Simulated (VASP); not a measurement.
Set up this calculation in VASP 6.6.1, as the native input.

```
Task                   : single point
Functional             : PBEsol
Potentials or basis    : VASP PAW PBE potentials, release 64 (Ti_sv)
Cutoff                 : 520 eV
k mesh                 : 7 × 7 × 10
Occupations            : methfessel-paxton, width 0.1 eV
Spin                   : no spin polarisation
Dipole correction      : no
Further INCAR settings : ALGO = Normal; EDIFF = 1e-06; NBANDS = 25
```

The structure of Ti lies in POSCAR:

```
Ti
1.0
    4.5146658299      0.0000000000      0.0000000000
   -2.2573329150      3.9098152983      0.0000000000
    0.0000000000      0.0000000000      2.7979236619
Ti
3
Direct
    0.0000000000      0.0000000000      0.0000000000
    0.3333333333      0.6666666667      0.5000000000
    0.6666666667      0.3333333333      0.5000000000
```

The input as run:

INCAR

```
SYSTEM = Ti
ALGO = Normal
EDIFF = 1E-6
ENCUT = 520
GGA = PS
ISIF = 2
ISMEAR = 1
LASPH = .True.
LCHARG = .False.
LREAL = .False.
LWAVE = .False.
NBANDS = 25
NELM = 60
PREC = Accurate
SIGMA = 0.1
```

KPOINTS

```
k-points
0
Gamma
  7 7 10
  0 0 0
```

Potentials or basis: VASP PAW PBE potentials, release 64 (Ti_sv).

Launch:

```bash
$ cat potpaw_PBE.64/Ti_sv/POTCAR > POTCAR
$ mpirun -np 1 vasp_std > vasp.out
```

Results of the run:

* Pressure: -0.2 GPa
* Band gap on the k mesh: zero (band 18 reaches 8.87 eV, above the bottom of band 19 at 8.58 eV)

Caveat: the PAW data sets were made with another functional, which shifts forces and pressure a little.

It took 24 s on 1 thread of Intel(R) Xeon(R) 6975P-C (Granite Rapids), on a shared host, peak memory 0.2 GiB.
